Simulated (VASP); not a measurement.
# Cl (Cmce) in VASP: single point with PBEsol

Aim: the single point of Cl with PBEsol.

Program: VASP 6.6.1. These are calculated values, not measurements. Logs are shortened: lines on timing, memory, paths and dates and some standing lists are left out, and cuts for length are marked.

## (1) The cell of the first run

Symmetry: Cmce, No. 64, orthorhombic system. The conventional cell has a = 6.254 Å, b = 4.278 Å, c = 8.180 Å, α = 90.00°, β = 90.00°, γ = 90.00°. Cl (site symmetry m) has 1 Cl at 2.15 Å within 2.8 Å.

## (2) Single point, PBEsol

INCAR reads:

```
SYSTEM = Cl
ALGO     = Normal         ! electronic algorithm
EDIFF    = 1E-6           ! SCF threshold, eV
ENCUT    = 520            ! plane-wave cutoff, eV
GGA      = PS             ! functional
ISIF     = 2              ! what is computed and relaxed
ISMEAR   = 0              ! smearing method
LASPH    = .True.         ! aspherical terms in the spheres
LCHARG   = .False.        ! write CHGCAR
LREAL    = .False.        ! projectors in reciprocal space
LWAVE    = .False.        ! write WAVECAR
NBANDS   = 22             ! bands
NELM     = 80             ! most SCF steps
PREC     = Accurate       ! precision mode
SIGMA    = 0.0282         ! smearing width, eV
```

KPOINTS reads:

```
k-points
0
Gamma
  5 5 3
  0 0 0
```

POSCAR reads:

```
Cl
1.0
    3.1267870000      2.1391530000      0.0000000000
    3.1267870000     -2.1391530000      0.0000000000
    0.0000000000      0.0000000000     -8.1795200000
Cl
4
Direct
    0.1361000000      0.8639000000      0.8895000000
    0.3639000000      0.6361000000      0.3895000000
    0.8639000000      0.1361000000      0.1105000000
    0.6361000000      0.3639000000      0.6105000000
```

Potentials or basis: VASP PAW PBE potentials, release 64 (Cl).

On the command line:

```
> cat potpaw_PBE.64/Cl/POTCAR > POTCAR
> mpirun -np 1 vasp_std > vasp.out
```

OUTCAR:

```text
SYSTEM = Cl
   EDIFF = 1E-6
   ENCUT = 520
   GGA = PS
   ISIF = 2
   ISMEAR = 0
   LASPH = .True.
   LREAL = .False.
   NELM = 80
   PREC = Accurate

 ion  position               nearest neighbor table
   1  0.136  0.864  0.889-   3 2.15
   2  0.364  0.636  0.389-   4 2.15
   3  0.864  0.136  0.111-   1 2.15
   4  0.636  0.364  0.611-   2 2.15

  LATTYP: Found a base centered orthorhombic cell.
 ALAT       =     4.2783060000
 B/A-ratio  =     1.4616939508
 C/A-ratio  =     1.9118595070

  Lattice vectors:

 A1 = (  -3.1267870000,   2.1391530000,   0.0000000000)
 A2 = (   3.1267870000,   2.1391530000,   0.0000000000)
 A3 = (   0.0000000000,   0.0000000000,  -8.1795200000)

Analysis of symmetry for initial positions (statically):
=====================================================================
 Subroutine PRICEL returns:
 Original cell was already a primitive cell.

 Routine SETGRP: Setting up the symmetry group for a
 base centered orthorhombic supercell.

 Subroutine GETGRP returns: Found  8 space group operations
 (whereof  4 operations were pure point group operations)
 out of a pool of  8 trial point group operations.

The static configuration has the point symmetry C_2h.
 The point group associated with its full space group is D_2h.

Analysis of symmetry for dynamics (positions and initial velocities):
=====================================================================
 Subroutine PRICEL returns:
 Original cell was already a primitive cell.

 Routine SETGRP: Setting up the symmetry group for a
 base centered orthorhombic supercell.

 Subroutine GETGRP returns: Found  8 space group operations
 (whereof  4 operations were pure point group operations)
 out of a pool of  8 trial point group operations.

The dynamic configuration has the point symmetry C_2h.
 The point group associated with its full space group is D_2h.

 Subroutine INISYM returns: Found  8 space group operations
 (whereof  4 operations are pure point group operations),
 and found     1 'primitive' translations

----------------------------------------------------------------------------------------

                                     Primitive cell

  volume of cell :     109.4203

  direct lattice vectors                    reciprocal lattice vectors
     3.126787000  2.139153000  0.000000000     0.159908558  0.233737372  0.000000000
     3.126787000 -2.139153000  0.000000000     0.159908558 -0.233737372  0.000000000
     0.000000000  0.000000000 -8.179520000     0.000000000  0.000000000 -0.122256563

  length of vectors
     3.788505312  3.788505312  8.179520000     0.283202941  0.283202941  0.122256563

  position of ions in fractional coordinates (direct lattice)
     0.136100000  0.863900000  0.889500000
     0.363900000  0.636100000  0.389500000
     0.863900000  0.136100000  0.110500000
     0.636100000  0.363900000  0.610500000

  ion indices of the primitive-cell ions
   primitive index   ion index
                 1           1
                 2           2
                 3           3
                 4           4

----------------------------------------------------------------------------------------

 KPOINTS: k-points

Automatic generation of k-mesh.
 Grid dimensions read from file:
 generate k-points for:    5    5    3

 Generating k-lattice:

  Cartesian coordinates                     Fractional coordinates (reciprocal lattice)
     0.031981712  0.046747474  0.000000000     0.200000000  0.000000000  0.000000000
     0.031981712 -0.046747474  0.000000000     0.000000000  0.200000000  0.000000000
     0.000000000  0.000000000 -0.040752188     0.000000000  0.000000000  0.333333333

  Length of vectors
     0.056640588  0.056640588  0.040752188

  Shift w.r.t. Gamma in fractional coordinates (k-lattice)
     0.000000000  0.000000000  0.000000000

 Subroutine IBZKPT returns following result:
 ===========================================

 Found     18 irreducible k-points:

 Following reciprocal coordinates:
            Coordinates               Weight
  0.000000  0.000000  0.000000      1.000000
  0.200000 -0.000000  0.000000      4.000000
  0.400000  0.000000  0.000000      4.000000
  0.200000  0.200000  0.000000      2.000000
  0.400000  0.200000  0.000000      4.000000
 -0.400000  0.200000  0.000000      4.000000
[... 10 lines left out ...]
  0.400000  0.400000  0.333333      4.000000
 -0.400000  0.400000  0.333333      4.000000
   k-points           NKPTS =     18   k-points in BZ     NKDIM =     18   number of bands    NBANDS=     22
   number of dos      NEDOS =    301   number of ions     NIONS =      4
   total plane-waves  NPLWV =  50176
   dimension x,y,z NGX =    28 NGY =   28 NGZ =   64
   dimension x,y,z NGXF=    56 NGYF=   56 NGZF=  128
   ions per type =               4
   NGX,Y,Z   is equivalent  to a cutoff of  12.29, 12.29, 13.01 a.u.
   NGXF,Y,Z  is equivalent  to a cutoff of  24.57, 24.57, 26.02 a.u.
 SYSTEM =  Cl
   PREC   = accura    normal or accurate (medium, high low for compatibility)
   ISTART =      0    job   : 0-new  1-cont  2-samecut
   ICHARG =      2    charge: 1-file 2-atom 10-const
   ISPIN  =      1    spin polarized calculation?
   LNONCOLLINEAR =      F non collinear calculations
   LSORBIT =      F    spin-orbit coupling
   LASPH  =      T    aspherical Exc in radial PAW
   ENCUT  =  520.0 eV  38.22 Ry    6.18 a.u.   7.04  7.04 15.21*2*pi/ulx,y,z
   NELM   =     80;   NELMIN=  2; NELMDL= -5     # of ELM steps
   EDIFF  = 0.1E-05   stopping-criterion for ELM
   LREAL  =      F    real-space projection
   EDIFFG = 0.1E-04   stopping-criterion for IOM
   NSW    =      0    number of steps for IOM
   IBRION =     -1    ionic relax: 0-MD 1-quasi-New 2-CG
   NFREE  =      0    steps in history (QN), initial steepest desc. (CG)
   ISIF   =      2    stress and relaxation
   ISYM   =      2    0-nonsym 1-usesym 2-fastsym
   POTIM  = 0.5000    time-step for ionic-motion
   TEBEG  =    0.0;   TEEND  =   0.0 temperature during run
   PSTRESS=    0.0 pullay stress
   NELECT =      28.0000    total number of electrons
   NUPDOWN=      -1.0000    fix difference up-down
   EMIN   =  10.00;   EMAX   =-10.00  energy-range for DOS
   EFERMI =   0.00;   METHOD = LEGACY
   ISMEAR =     0;   SIGMA  =   0.03  broadening in eV -4-tet -1-fermi 0-gaus
   EFERMI_NEDOS =   21; number of points for ismear=-14 and -15
   IALGO  =     38    algorithm
   IMIX   =      4    mixing-type and parameters
     AMIX     =   0.40;   BMIX     =  1.00
     AMIX_MAG =   1.60;   BMIX_MAG =  1.00
  volume/ion in A,a.u.               =      27.36       184.60
  Fermi-wavevector in a.u.,A,eV,Ry     =   1.039349  1.964085 14.697652  1.080247
  Thomas-Fermi vector in A             =   2.173875
   LORBIT       =      0    0 simple, 1 ext, 2 COOP (PROOUT), +10 PAW based schemes
   GGA     = PS    functional components
   LHFCALC =     F    Hartree Fock is set to
   AEXX    =    0.0000 exact exchange contribution
   IVDW    =     0    specifies the selected vdW correction
   LEPSILON=     F    determine dielectric tensor
   LRPA    =     F    only Hartree local field effects (RPA)
 non-spin polarized calculation
 Gauss-broadening in eV      SIGMA  =   0.03
  energy-cutoff  :      520.00
  volume of cell :      109.42
 maximum number of plane-waves:      2962
   NGX = 15   NGY = 15   NGZ = 31

 number of electron      28.0000001 magnetization

 Free energy of the ion-electron system (eV)
  ---------------------------------------------------
  ext. energy  EPLUGINS =         0.00000000
  ---------------------------------------------------
  free energy    TOTEN  =        -7.75279708 eV

  energy without entropy =       -7.75279708  energy(sigma->0) =       -7.75279708

 E-fermi :  -0.2973     XC(G=0):  -8.2869

 val. band max:       -0.4406441512   @ k =   0.0000   0.0000   0.0000
 cond. band min:       1.3549691834   @ k =   0.0000   0.0000   0.0000
 fundamental gap:      1.7956133345
 Fermi energy:        -0.2973148988

 k-point     1 :       0.0000    0.0000    0.0000
  band No.  band energies     occupation
      1     -16.2434      2.00000
      2     -15.8493      2.00000
      3     -13.3381      2.00000
      4     -12.5099      2.00000
      5      -5.3836      2.00000
      6      -4.2967      2.00000
[... 14 lines left out ...]
     21       9.9632      0.00000
     22      10.4270      0.00000

 k-point     2 :       0.2000   -0.0000    0.0000
  band No.  band energies     occupation
      1     -16.1400      2.00000
      2     -15.8132      2.00000
      3     -13.2583      2.00000
      4     -12.5948      2.00000
      5      -5.3794      2.00000
      6      -4.4858      2.00000
[... 14 lines left out ...]
     21       9.8218      0.00000
     22      10.3582      0.00000

 k-point     3 :       0.4000    0.0000    0.0000
  band No.  band energies     occupation
      1     -15.9227      2.00000
      2     -15.7924      2.00000
      3     -13.0601      2.00000
      4     -12.8119      2.00000
      5      -5.3239      2.00000
      6      -4.9830      2.00000
[... 14 lines left out ...]
     21      10.3269      0.00000
     22      11.3490      0.00000

 k-point     4 :       0.2000    0.2000    0.0000
  band No.  band energies     occupation
      1     -16.1413      2.00000
      2     -15.7777      2.00000
      3     -13.2558      2.00000
      4     -12.5090      2.00000
      5      -5.3177      2.00000
      6      -4.3839      2.00000
[... 14 lines left out ...]
     21      10.1432      0.00000
     22      10.3495      0.00000

 k-point     5 :       0.4000    0.2000    0.0000
  band No.  band energies     occupation
      1     -15.9935      2.00000
      2     -15.7234      2.00000
      3     -13.1377      2.00000
      4     -12.6105      2.00000
      5      -5.2812      2.00000
      6      -4.6364      2.00000
[... 14 lines left out ...]
     21       9.6379      0.00000
     22      10.6972      0.00000

 k-point     6 :      -0.4000    0.2000    0.0000
  band No.  band energies     occupation
      1     -15.8427      2.00000
      2     -15.7801      2.00000
      3     -12.9710      2.00000
      4     -12.8600      2.00000
      5      -5.1805      2.00000
      6      -5.1039      2.00000
[... 14 lines left out ...]
     21      10.8064      0.00000
     22      11.0180      0.00000

 k-point     7 :      -0.2000    0.2000    0.0000
  band No.  band energies     occupation
      1     -15.9725      2.00000
      2     -15.8018      2.00000
      3     -13.1117      2.00000
      4     -12.7789      2.00000
      5      -5.3593      2.00000
      6      -4.8578      2.00000
[... 174 lines left out ...]
      6      -4.8012      2.00000
[... 14 lines left out ...]
     21      10.0123      0.00000
     22      10.0956      0.00000

 k-point    15 :      -0.4000    0.2000    0.3333
  band No.  band energies     occupation
      1     -15.8272      2.00000
      2     -15.7959      2.00000
      3     -12.9444      2.00000
      4     -12.8889      2.00000
      5      -5.0757      2.00000
      6      -5.0070      2.00000
[... 14 lines left out ...]
     21      10.4862      0.00000
     22      10.6254      0.00000

 k-point    16 :      -0.2000    0.2000    0.3333
  band No.  band energies     occupation
      1     -15.9325      2.00000
      2     -15.8473      2.00000
      3     -13.0277      2.00000
      4     -12.8616      2.00000
      5      -5.1808      2.00000
      6      -4.8973      2.00000
[... 14 lines left out ...]
     21      10.4327      0.00000
     22      10.5064      0.00000

 k-point    17 :       0.4000    0.4000    0.3333
  band No.  band energies     occupation
      1     -15.8991      2.00000
      2     -15.7458      2.00000
      3     -12.9585      2.00000
      4     -12.6554      2.00000
      5      -5.0528      2.00000
      6      -4.7339      2.00000
[... 14 lines left out ...]
     21      10.0058      0.00000
     22      10.6944      0.00000

 k-point    18 :      -0.4000    0.4000    0.3333
  band No.  band energies     occupation
      1     -15.8464      2.00000
      2     -15.7309      2.00000
      3     -12.9461      2.00000
      4     -12.7264      2.00000
      5      -5.0682      2.00000
      6      -4.8248      2.00000
[... 14 lines left out ...]
     21      10.0291      0.00000
     22      10.7388      0.00000

------------------------ aborting loop because EDIFF is reached ----------------------------------------

  FORCE on cell =-STRESS in cart. coord.  units (eV):
  Direction    XX          YY          ZZ          XY          YZ          ZX
  --------------------------------------------------------------------------------------
  -------------------------------------------------------------------------------------
  Total        0.3394991     -3.0152127     -6.0775686      0.0000000      0.0000000      0.0000000
  in kB        4.9710861    -44.1499863    -88.9902638      0.0000000      0.0000000      0.0000000
  external PRESSURE =     -42.7230547 kB  Pullay stress =       0.0000000 kB

 VOLUME and BASIS-vectors are now :
 -----------------------------------------------------------------------------
  energy-cutoff  :      520.00
  volume of cell :      109.42
      direct lattice vectors                 reciprocal lattice vectors
     3.126787000  2.139153000  0.000000000     0.159908558  0.233737372  0.000000000
     3.126787000 -2.139153000  0.000000000     0.159908558 -0.233737372  0.000000000
     0.000000000  0.000000000 -8.179520000     0.000000000  0.000000000 -0.122256563

 POSITION                                       TOTAL-FORCE (eV/Angst)
 -----------------------------------------------------------------------------------
      3.12679     -1.55688     -7.27568         0.000000     -0.902854     -1.190746
      3.12679     -0.58228     -3.18592         0.000000      0.902854     -1.190746
      3.12679      1.55688     -0.90384         0.000000      0.902854      1.190746
      3.12679      0.58228     -4.99360         0.000000     -0.902854      1.190746
 -----------------------------------------------------------------------------------
    total drift:                                0.000000      0.000000     -0.000000

  FREE ENERGIE OF THE ION-ELECTRON SYSTEM (eV)
  ---------------------------------------------------
  free  energy   TOTEN  =        -7.7527970781 eV

  energy  without entropy=       -7.7527970781  energy(sigma->0) =       -7.75279708
```

Wall time 18 s (1 thread of Intel Xeon Platinum 8488C (Sapphire Rapids), shared host); peak memory 0.2 GiB.

Results:

```yaml
Free_energy: -7.7528 eV
Pressure: -4.3 GPa
Largest_force: 1.494 eV/Å
Band_gap_on_the_k_mesh: 1.80 eV, direct
```

Forces on the atoms (eV/Å):
```
Cl   0.000 -0.903 -1.191
Cl   0.000  0.903 -1.191
Cl   0.000  0.903  1.191
Cl   0.000 -0.903  1.191
```

Levels at points of the mesh, in eV from the valence-band top:
```tsv
k point	band 10	band 11	band 12	band 13	band 14	band 15	band 16	band 17	band 18	band 19
(0.00, 0.00, 0.00)	-1.49	-0.86	-0.32	-0.02	0.00	1.80	2.45	7.17	7.74	8.55
```

Caveat: the PAW data sets were made with another functional, which shifts forces and pressure a little. A k mesh can miss the band edges.
